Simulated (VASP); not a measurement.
# SiC: single point with PBEsol

SiC:

```
Si C
1.0
     1.38818   -4.93465    0.00000
     1.38818    4.93465    0.00000
     0.00000    0.00000    2.80841
Si C
2 2
Direct
  0.35059 0.64941 0.75000
  0.64941 0.35059 0.25000
  0.85631 0.14369 0.25000
  0.14369 0.85631 0.75000
```

| Quantity | Value |
| --- | --- |
| Program | VASP 6.6.1 |
| Task | single point |
| Functional | PBEsol |
| Potentials or basis | VASP PAW PBE potentials, release 64 (Si, C) |
| Cutoff | 520 eV |
| k mesh | 8 × 8 × 6 |
| Occupations | fermi-dirac, width 0.03 eV |
| Spin | no spin polarisation |
| Dipole correction | no |
| Further INCAR settings | ALGO = Normal; EDIFF = 1e-06; NBANDS = 16 |

```json
{"Pressure": "0.5 GPa", "Largest force": "0.022 eV/Å", "Band gap on the k mesh": "zero (band 8 reaches 10.41 eV, above the bottom of band 9 at 8.64 eV)"}
```

Forces on the atoms (eV/Å):
```
Si   0.000 -0.017  0.000
Si   0.000  0.017  0.000
C    0.000 -0.022  0.000
C    0.000  0.022  0.000
```

Stress tensor (GPa, compression positive):
```
0.57 0.00 0.00
0.00 0.31 0.00
0.00 0.00 0.57
```

Levels at points of the mesh, in eV from the Fermi level:
```tsv
k point	band 6	band 7	band 8	band 9	band 10	band 11
(0.00, 0.00, 0.00)	-0.71	-0.71	-0.54	3.78	3.84	4.90
(0.50, 0.00, 0.00)	-2.57	-0.49	-0.29	2.17	5.94	6.69
(0.50, 0.50, 0.00)	-2.70	-0.99	-0.28	2.76	4.03	5.12
(0.00, 0.00, 0.50)	-4.14	-0.19	-0.19	4.73	4.73	7.14
(0.50, 0.00, 0.50)	-5.87	-3.53	-3.53	0.08	0.08	4.64
(0.50, 0.50, 0.50)	-1.73	-0.23	-0.23	2.43	2.43	7.24
```

It took 22 s on 1 thread of Intel(R) Xeon(R) 6975P-C (Granite Rapids) (shared host), peak memory 0.2 GiB.

Caveat: the k points lie up to 0.37 Å⁻¹ apart; the PAW data sets were made with another functional, which shifts forces and pressure a little.
